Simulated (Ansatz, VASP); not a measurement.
# One calculation of Si2SnB3, two programs

File INCAR:

```
ALGO = Normal
EDIFF = 1E-7
EDIFFG = -0.01
ENCUT = 600
GGA = PE
IBRION = 2
ISIF = 3
ISMEAR = 0
LASPH = T
LCHARG = F
LREAL = F
LWAVE = F
NELM = 60
NSW = 100
PREC = Accurate
SIGMA = 0.1
```

The input KPOINTS:

```
k-points
0
Gamma
  8 8 12
```

File POSCAR:

```
Si2SnB3
1.0
    2.6327919373     -4.7086026093      0.0000000000
    2.6327919373      4.7086026093      0.0000000000
    0.0000000000      0.0000000000      2.9772696241
Si Sn B
2 1 3
Direct
    0.5000000000      0.0000000000      0.5000000000
    0.0000000000      0.5000000000      0.5000000000
    0.0000000000      0.0000000000      0.0000000000
    0.5991181465      0.4008818535      0.0000000000
    0.4008818535      0.5991181465      0.0000000000
    0.5000000000      0.5000000000      0.5000000000
```

Input for Ansatz:

```yaml
crystal:
  lattice:
    - [2.6327919373, -4.7086026093, 0.0]
    - [2.6327919373, 4.7086026093, 0.0]
    - [0.0, 0.0, 2.9772696241]
  atoms:
    - { symbol: Si, position: [0.5, 0.0, 0.5] }
    - { symbol: Si, position: [0.0, 0.5, 0.5] }
    - { symbol: Sn, position: [0.0, 0.0, 0.0] }
    - { symbol: B, position: [0.5991181465, 0.4008818535, 0.0] }
    - { symbol: B, position: [0.4008818535, 0.5991181465, 0.0] }
    - { symbol: B, position: [0.5, 0.5, 0.5] }
basis:
  ecutwfc: 420
kpoints:
  mp_grid: { grid: [8, 8, 12] }
hamiltonian:
  xc: pbe
scf:
  occupations: { method: gaussian, width: 0.1 }
output:
  forces: true
  stress: true
  eigenvalues: true
  write_density: true
  write_potential: true
  elf: true
  volumetric_format: npy
relax:
  adjacent_minimum: "off"
  f_tol: 0.01
  max_steps: 80
  cell: { stress_tol: 0.05 }
```

Change from the starting cell: species swapped into the LaAl2Ag3 type (Cmmm, No. 65).

Alike in both runs: task relaxation of cell and atoms; functional PBE; k mesh 8 × 8 × 12; occupations gaussian, width 0.1 eV; no spin polarisation.

|  | VASP | Ansatz |
| --- | --- | --- |
| version | VASP 6.6.1 | Ansatz 0.2.0 |
| potentials or method | VASP PAW PBE potentials, release 64 (Si, Sn_d, B), cutoff 600 eV | scalar-relativistic, plane waves, PAW |
| valence electrons in the cell | 31 | 31 |

VASP gave:

```
gap on the k mesh at the Fermi level, each at its own relaxed structure (eV) : none
relaxed volume (Å³/atom)                                                     : 12.51
relaxed cell length with the largest relative difference (Å)                 : 5.478
```

Question: What did Ansatz give for the same quantities?

Answer: gap on the k mesh at the Fermi level, each at its own relaxed structure (eV): none; relaxed volume (Å³/atom): 12.51; relaxed cell length with the largest relative difference (Å): 5.483.

A gap of «none» marks a metal or a gap that the smearing closes.

Noted on VASP's run: too few bands were computed for a metal, which touches its energy and stress.
